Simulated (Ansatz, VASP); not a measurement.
**Two plane-wave programs on Mo3H**

```
H Mo
1.0
     5.17489    0.00000    0.00000
    -2.58744    4.48158    0.00000
     0.00000    0.00000    2.58347
H Mo
1 3
Direct
  0.00000 0.00000 0.82091
  0.50000 0.00000 0.82091
  0.00000 0.50000 0.82091
  0.50000 0.50000 0.82091
```

Alike in both runs: functional PBE; k mesh 5 × 5 × 5; occupations gaussian, width 0.2 eV; no spin polarisation.

Ansatz relaxed the structure, and its values are those at the end. VASP's run is a single point on that final structure, the one shown.

|  | VASP | Ansatz |
| --- | --- | --- |
| version | VASP 6.6.1 | Ansatz 0.2.0 |
| potentials or method | VASP PAW PBE potentials, release 64 (H, Mo_sv), cutoff 520 eV | scalar-relativistic, plane waves, PAW |
| valence electrons in the cell | 43 | 43 |

|  | VASP | Ansatz | Ansatz less VASP |
| --- | --- | --- | --- |
| gap on the k mesh at the Fermi level (eV) | none | none | - |
| pressure (GPa) | 0.4 | 0.0 | -0.40 |

A gap of «none» marks a metal or a gap that the smearing closes. With one functional, cell and mesh, what is left measures potentials, basis and numerics.

The k mesh is coarse, so the values compare programs but aren't converged.
